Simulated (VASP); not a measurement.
# FeSi (rocksalt type) (Fm-3m) in VASP: further runs

The runs below take FeSi (rocksalt type) through single point, relaxation of cell and atoms, with PBE.

All numbers are computed with VASP 6.6.1; they aren't measurements. Logs are shortened: lines on timing, memory, paths and dates and some standing lists are left out, and cuts for length are marked.

## Step 1: The cell of the first run

Symmetry: Fm-3m, No. 225, cubic system. Conventional cell: a = 4.714 Å, b = 4.714 Å, c = 4.714 Å, α = 90.00°, β = 90.00°, γ = 90.00°. Within 3.1 Å of Fe (site symmetry m-3m) lie 6 Si at 2.36 Å. Within 3.1 Å of Si (site symmetry m-3m) lie 6 Fe at 2.36 Å.

## Step 2: Single point, PBE, collinear spin, ferromagnetic start

INCAR

```
  PREC = Accurate
  ENCUT = 520
  EDIFF = 1E-6
  ISMEAR = -1
  SIGMA = 0.05
  LREAL = False
  LASPH = True
  NELM = 150
  ALGO = Normal
  ISIF = 2
  LWAVE = False
  LCHARG = False
  ISPIN = 2
  MAGMOM = 2.5 0
  LORBIT = 11
  LMAXMIX = 4
  GGA = PE
  NBANDS = 17
```

KPOINTS

```
Automatic mesh
0
Gamma
  15 15 15
```

POSCAR

```
FeSi
1.0
    0.0000000000      2.3567977098      2.3567977098
    2.3567977098      0.0000000000      2.3567977098
    2.3567977098      2.3567977098      0.0000000000
Fe Si
1 1
Direct
    0.0000000000      0.0000000000      0.0000000000
    0.5000000000      0.5000000000      0.5000000000
```

Potentials or basis: VASP PAW PBE potentials, release 64 (Fe, Si).

The run is started by

```bash
cat potpaw_PBE.64/Fe/POTCAR potpaw_PBE.64/Si/POTCAR > POTCAR
mpirun -np 1 vasp_std > vasp.out
```

OUTCAR:

```text
PREC = Accurate
   ENCUT = 520
   EDIFF = 1E-6
   ISMEAR = -1
   LREAL = False
   LASPH = True
   NELM = 150
   ISIF = 2
   ISPIN = 2
   LORBIT = 11
   GGA = PE

 ion  position               nearest neighbor table
   1  0.000  0.000  0.000-   2 2.36   2 2.36   2 2.36   2 2.36   2 2.36   2 2.36
   2  0.500  0.500  0.500-   1 2.36   1 2.36   1 2.36   1 2.36   1 2.36   1 2.36

  LATTYP: Found a face centered cubic cell.
 ALAT       =     4.7135954196

  Lattice vectors:

 A1 = (   0.0000000000,   2.3567977098,   2.3567977098)
 A2 = (   2.3567977098,   0.0000000000,   2.3567977098)
 A3 = (   2.3567977098,   2.3567977098,   0.0000000000)

Analysis of symmetry for initial positions (statically):
=====================================================================
 Subroutine PRICEL returns:
 Original cell was already a primitive cell.

 Routine SETGRP: Setting up the symmetry group for a
 face centered cubic supercell.

 Subroutine GETGRP returns: Found 48 space group operations
 (whereof 48 operations were pure point group operations)
 out of a pool of 48 trial point group operations.

The static configuration has the point symmetry O_h .

Analysis of symmetry for dynamics (positions and initial velocities):
=====================================================================
 Subroutine PRICEL returns:
 Original cell was already a primitive cell.

 Routine SETGRP: Setting up the symmetry group for a
 face centered cubic supercell.

 Subroutine GETGRP returns: Found 48 space group operations
 (whereof 48 operations were pure point group operations)
 out of a pool of 48 trial point group operations.

The dynamic configuration has the point symmetry O_h .

Analysis of structural, dynamic, and magnetic symmetry:
=====================================================================
 Subroutine PRICEL returns:
 Original cell was already a primitive cell.

 Routine SETGRP: Setting up the symmetry group for a
 face centered cubic supercell.

 Subroutine GETGRP returns: Found 48 space group operations
 (whereof 48 operations were pure point group operations)
 out of a pool of 48 trial point group operations.

The overall configuration has the point symmetry O_h .

 Subroutine INISYM returns: Found 48 space group operations
 (whereof 48 operations are pure point group operations),
 and found     1 'primitive' translations

----------------------------------------------------------------------------------------

                                     Primitive cell

  volume of cell :      26.1816

  direct lattice vectors                    reciprocal lattice vectors
     0.000000000  2.356797710  2.356797710    -0.212152277  0.212152277  0.212152277
     2.356797710  0.000000000  2.356797710     0.212152277 -0.212152277  0.212152277
     2.356797710  2.356797710  0.000000000     0.212152277  0.212152277 -0.212152277

  length of vectors
     3.333015285  3.333015285  3.333015285     0.367458522  0.367458522  0.367458522

  position of ions in fractional coordinates (direct lattice)
     0.000000000  0.000000000  0.000000000
     0.500000000  0.500000000  0.500000000

  ion indices of the primitive-cell ions
   primitive index   ion index
                 1           1
                 2           2

----------------------------------------------------------------------------------------

 KPOINTS: Automatic mesh

Automatic generation of k-mesh.
 Grid dimensions read from file:
 generate k-points for:   15   15   15

 Generating k-lattice:

  Cartesian coordinates                     Fractional coordinates (reciprocal lattice)
    -0.014143485  0.014143485  0.014143485     0.066666667  0.000000000  0.000000000
     0.014143485 -0.014143485  0.014143485     0.000000000  0.066666667  0.000000000
     0.014143485  0.014143485 -0.014143485     0.000000000  0.000000000  0.066666667

  Length of vectors
     0.024497235  0.024497235  0.024497235

  Shift w.r.t. Gamma in fractional coordinates (k-lattice)
     0.000000000  0.000000000  0.000000000

 Subroutine IBZKPT returns following result:
 ===========================================

 Found    120 irreducible k-points:

 Following reciprocal coordinates:
            Coordinates               Weight
  0.000000  0.000000  0.000000      1.000000
  0.066667  0.000000  0.000000      8.000000
  0.133333  0.000000  0.000000      8.000000
  0.200000  0.000000  0.000000      8.000000
  0.266667  0.000000  0.000000      8.000000
  0.333333  0.000000  0.000000      8.000000
[... 16 lines left out ...]
  0.133333  0.133333  0.000000      6.000000
  0.200000  0.133333  0.000000     24.000000
 [... further k-points ...]
   k-points           NKPTS =    120   k-points in BZ     NKDIM =    120   number of bands    NBANDS=     17
   number of dos      NEDOS =    301   number of ions     NIONS =      2
   total plane-waves  NPLWV =  21952
   dimension x,y,z NGX =    28 NGY =   28 NGZ =   28
   dimension x,y,z NGXF=    56 NGYF=   56 NGZF=   56
   ions per type =               1   1
   NGX,Y,Z   is equivalent  to a cutoff of  13.97, 13.97, 13.97 a.u.
   NGXF,Y,Z  is equivalent  to a cutoff of  27.93, 27.93, 27.93 a.u.
 SYSTEM =  unknown system
   PREC   = accura    normal or accurate (medium, high low for compatibility)
   ISTART =      0    job   : 0-new  1-cont  2-samecut
   ICHARG =      2    charge: 1-file 2-atom 10-const
   ISPIN  =      2    spin polarized calculation?
   LNONCOLLINEAR =      F non collinear calculations
   LSORBIT =      F    spin-orbit coupling
   LASPH  =      T    aspherical Exc in radial PAW
   ENCUT  =  520.0 eV  38.22 Ry    6.18 a.u.   6.20  6.20  6.20*2*pi/ulx,y,z
   NELM   =    150;   NELMIN=  2; NELMDL= -5     # of ELM steps
   EDIFF  = 0.1E-05   stopping-criterion for ELM
   LREAL  =      F    real-space projection
   EDIFFG = 0.1E-04   stopping-criterion for IOM
   NSW    =      0    number of steps for IOM
   IBRION =     -1    ionic relax: 0-MD 1-quasi-New 2-CG
   NFREE  =      0    steps in history (QN), initial steepest desc. (CG)
   ISIF   =      2    stress and relaxation
   ISYM   =      2    0-nonsym 1-usesym 2-fastsym
   POTIM  = 0.5000    time-step for ionic-motion
   TEBEG  =    0.0;   TEEND  =   0.0 temperature during run
   PSTRESS=    0.0 pullay stress
   NELECT =      12.0000    total number of electrons
   NUPDOWN=      -1.0000    fix difference up-down
   EMIN   =  10.00;   EMAX   =-10.00  energy-range for DOS
   EFERMI =   0.00;   METHOD = LEGACY
   ISMEAR =    -1;   SIGMA  =   0.05  broadening in eV -4-tet -1-fermi 0-gaus
   EFERMI_NEDOS =   21; number of points for ismear=-14 and -15
   IALGO  =     38    algorithm
   IMIX   =      4    mixing-type and parameters
     AMIX     =   0.40;   BMIX     =  1.00
     AMIX_MAG =   1.60;   BMIX_MAG =  1.00
  volume/ion in A,a.u.               =      13.09        88.34
  Fermi-wavevector in a.u.,A,eV,Ry     =   1.262224  2.385257 21.676914  1.593208
  Thomas-Fermi vector in A             =   2.395643
   LORBIT       =     11    0 simple, 1 ext, 2 COOP (PROOUT), +10 PAW based schemes
   GGA     = PE    functional components
   LHFCALC =     F    Hartree Fock is set to
   AEXX    =    0.0000 exact exchange contribution
   IVDW    =     0    specifies the selected vdW correction
   LEPSILON=     F    determine dielectric tensor
   LRPA    =     F    only Hartree local field effects (RPA)
 spin polarized calculation
  energy-cutoff  :      520.00
  volume of cell :       26.18
 maximum number of plane-waves:       725
 NGX is ok and might be reduce to    28
   NGX = 13   NGY = 13   NGZ = 13

 number of electron      11.9999996 magnetization       1.2983321

 Free energy of the ion-electron system (eV)
  ---------------------------------------------------
  ext. energy  EPLUGINS =         0.00000000
  ---------------------------------------------------
  free energy    TOTEN  =       -13.18203001 eV

  energy without entropy =      -13.15609860  energy(sigma->0) =      -13.16906430

 E-fermi :   7.9039     XC(G=0): -11.8771

 val. band max:        7.9005998833   @ k =   0.4667   0.4000   0.0000
 cond. band min:       7.9055952698   @ k =  -0.4667   0.1333   0.0000
 fundamental gap:      0.0049953865
 Fermi energy:         7.9039385674

 spin component 1

 k-point     1 :       0.0000    0.0000    0.0000
  band No.  band energies     occupation
      1      -4.0915      1.00000
      2       5.4393      1.00000
      3       5.4393      1.00000
      4       5.4393      1.00000
      5       5.7858      1.00000
      6       5.7858      1.00000
[... 9 lines left out ...]
     16      22.9334      0.00000
     17      24.1321      0.00000
[... 441 lines left out ...]
 k-point    24 :       0.2000    0.1333    0.0000
  band No.  band energies     occupation
      1      -3.3056      1.00000
      2       5.0074      1.00000
      3       5.1080      1.00000
      4       5.4847      1.00000
      5       5.5942      1.00000
      6       5.9233      1.00000
[... 9 lines left out ...]
     16      23.6535      0.00000
     17      25.8328      0.00000

 [... further k-points ...]

 spin component 2

 k-point     1 :       0.0000    0.0000    0.0000
  band No.  band energies     occupation
      1      -4.1158      1.00000
      2       6.6503      1.00000
      3       6.6503      1.00000
      4       6.7418      1.00000
      5       6.7418      1.00000
      6       6.7419      1.00000
[... 9 lines left out ...]
     16      23.0883      0.00000
     17      24.5157      0.00000
[... 441 lines left out ...]
 k-point    24 :       0.2000    0.1333    0.0000
  band No.  band energies     occupation
      1      -3.3327      1.00000
      2       5.6876      1.00000
      3       6.2257      1.00000
      4       6.5264      1.00000
      5       6.8356      1.00000
      6       6.9718      1.00000
[... 9 lines left out ...]
     16      23.6825      0.00000
     17      26.1967      0.00000

 [... further k-points ...]
[... 5 lines left out ...]
  --------------------------------------------------------------------------------------
  -------------------------------------------------------------------------------------
  Total       -0.0131840     -0.0131840     -0.0131840      0.0000000      0.0000000     -0.0000000
  in kB       -0.8067886     -0.8067886     -0.8067886      0.0000000      0.0000000     -0.0000000
  external PRESSURE =      -0.8067886 kB  Pullay stress =       0.0000000 kB

 VOLUME and BASIS-vectors are now :
 -----------------------------------------------------------------------------
  energy-cutoff  :      520.00
  volume of cell :       26.18
      direct lattice vectors                 reciprocal lattice vectors
     0.000000000  2.356797710  2.356797710    -0.212152277  0.212152277  0.212152277
     2.356797710  0.000000000  2.356797710     0.212152277 -0.212152277  0.212152277
     2.356797710  2.356797710  0.000000000     0.212152277  0.212152277 -0.212152277

 POSITION                                       TOTAL-FORCE (eV/Angst)
 -----------------------------------------------------------------------------------
      0.00000      0.00000      0.00000        -0.000000     -0.000000     -0.000000
      2.35680      2.35680      2.35680         0.000000      0.000000      0.000000
 -----------------------------------------------------------------------------------
    total drift:                               -0.000000      0.000000      0.000000

  FREE ENERGIE OF THE ION-ELECTRON SYSTEM (eV)
  ---------------------------------------------------
  free  energy   TOTEN  =       -13.1820300077 eV

  energy  without entropy=      -13.1560986002  energy(sigma->0) =      -13.16906430

 total charge

# of ion       s       p       d       tot
------------------------------------------
    1        0.437   0.453   6.518   7.408
    2        0.786   0.879   0.000   1.665
--------------------------------------------------
tot          1.223   1.331   6.518   9.073

 magnetization (x)

# of ion       s       p       d       tot
------------------------------------------
    1        0.049  -0.003   1.365   1.410
    2       -0.012  -0.049   0.000  -0.062
--------------------------------------------------
tot          0.036  -0.053   1.365   1.349
```

Wall time 87 s (1 thread of AMD EPYC 9R14 (Zen 4), shared host); peak memory 0.2 GiB.

Results:

```
Free energy                                           : -13.1820 eV
Pressure                                              : -0.1 GPa
Net moment                                            : 1.30 μB per cell
Site moments                                          : Fe +1.41; Si -0.06 μB
Valence electrons inside the program's atomic spheres : Fe 7.41; Si 1.67
```

Levels at points of the mesh, in eV from the Fermi level:
Spin up:
```tsv
k point	band 5	band 6	band 7	band 8	band 9	band 10
(0.00, 0.00, 0.00)	-2.12	-2.12	4.21	4.21	4.21	10.56
```
Spin down:
```tsv
k point	band 2	band 3	band 4	band 5	band 6	band 7	band 8	band 9	band 10	band 11
(0.00, 0.00, 0.00)	-1.25	-1.25	-1.16	-1.16	-1.16	4.12	4.12	4.12	10.86	10.86
```

## Step 3: Relaxation of cell and atoms, PBE, collinear spin, ferromagnetic start

This run uses another cell than the first one, of 12.75 Å³/atom, 0.974 times its volume.

INCAR

```
  PREC = Accurate
  ENCUT = 600
  EDIFF = 1E-6
  ISMEAR = -1
  SIGMA = 0.05
  LREAL = F
  LASPH = T
  NELM = 150
  ALGO = Normal
  ISIF = 3
  LWAVE = F
  LCHARG = F
  ISPIN = 2
  MAGMOM = 2.5 0
  LORBIT = 11
  LMAXMIX = 4
  GGA = PE
  IBRION = 2
  NSW = 60
  EDIFFG = -0.005
```

KPOINTS

```
regular mesh
0
Gamma
  15 15 15
```

POSCAR

```
FeSi
1.0
    0.0000000000      2.3359840432      2.3359840432
    2.3359840432      0.0000000000      2.3359840432
    2.3359840432      2.3359840432      0.0000000000
Fe Si
1 1
Direct
    0.0000000000      0.0000000000      0.0000000000
    0.5000000000      0.5000000000      0.5000000000
```

Potentials or basis: VASP PAW PBE potentials, release 64 (Fe, Si).

The run is started by

```bash
cat potpaw_PBE.64/Fe/POTCAR potpaw_PBE.64/Si/POTCAR > POTCAR
mpirun -np 1 vasp_std > vasp.out
```

It took 2.5 min on 1 thread of AMD EPYC 9R14 (Zen 4), shared host; peak memory 0.2 GiB.

It converged, with:

| Property | Result |
| --- | --- |
| Free energy | -13.1816 eV |
| Relaxed volume | 13.08 Å³/atom |
| Relaxed cell | a = 3.332 Å, b = 3.332 Å, c = 3.332 Å, α = 60.00°, β = 60.00°, γ = 60.00° |
| Space group after relaxing (to 0.05 Å) | Fm-3m (No. 225) |
| Energy gained by relaxing | 3.3 meV/atom |
| Ionic steps | 4 |
| Pressure after relaxing | 0.0 GPa |
| Net moment | 1.29 μB per cell |
| Site moments | Fe +1.41; Si -0.06 μB |
| Valence electrons inside the program's atomic spheres | Fe 7.41; Si 1.67 |

The path:
```
step  energy change (eV)  largest force (eV/Å)  pressure (GPa)  volume (Å³)
   1              0.0000                0.0000            3.35        25.49
   2             -0.0049                0.0000           -1.47        26.49
   3             -0.0065                0.0000            0.07        26.14
   4             -0.0065                0.0000            0.02        26.16
```

Final structure:
```cif
data_structure
_symmetry_space_group_name_H-M 'P 1'
_symmetry_Int_Tables_number 1
_cell_length_a 3.3320
_cell_length_b 3.3320
_cell_length_c 3.3320
_cell_angle_alpha 60.000
_cell_angle_beta 60.000
_cell_angle_gamma 60.000
_cell_volume 26.16
loop_
_atom_site_label
_atom_site_type_symbol
_atom_site_fract_x
_atom_site_fract_y
_atom_site_fract_z
_atom_site_occupancy
Fe1 Fe 0.00000 0.00000 0.00000 1
Si1 Si 0.50000 0.50000 0.50000 1
```

Levels at points of the mesh, in eV from the Fermi level:
Spin up:
| k point | band 4 | band 5 | band 6 | band 7 | band 8 | band 9 | band 10 | band 11 |
| --- | --- | --- | --- | --- | --- | --- | --- | --- |
| (0.00, 0.00, 0.00) | -2.46 | -2.12 | -2.12 | 4.22 | 4.22 | 4.22 | 10.57 | 10.57 |
Spin down:
| k point | band 3 | band 4 | band 5 | band 6 | band 7 | band 8 | band 9 | band 10 |
| --- | --- | --- | --- | --- | --- | --- | --- | --- |
| (0.00, 0.00, 0.00) | -1.26 | -1.16 | -1.16 | -1.16 | 4.12 | 4.12 | 4.12 | 10.86 |
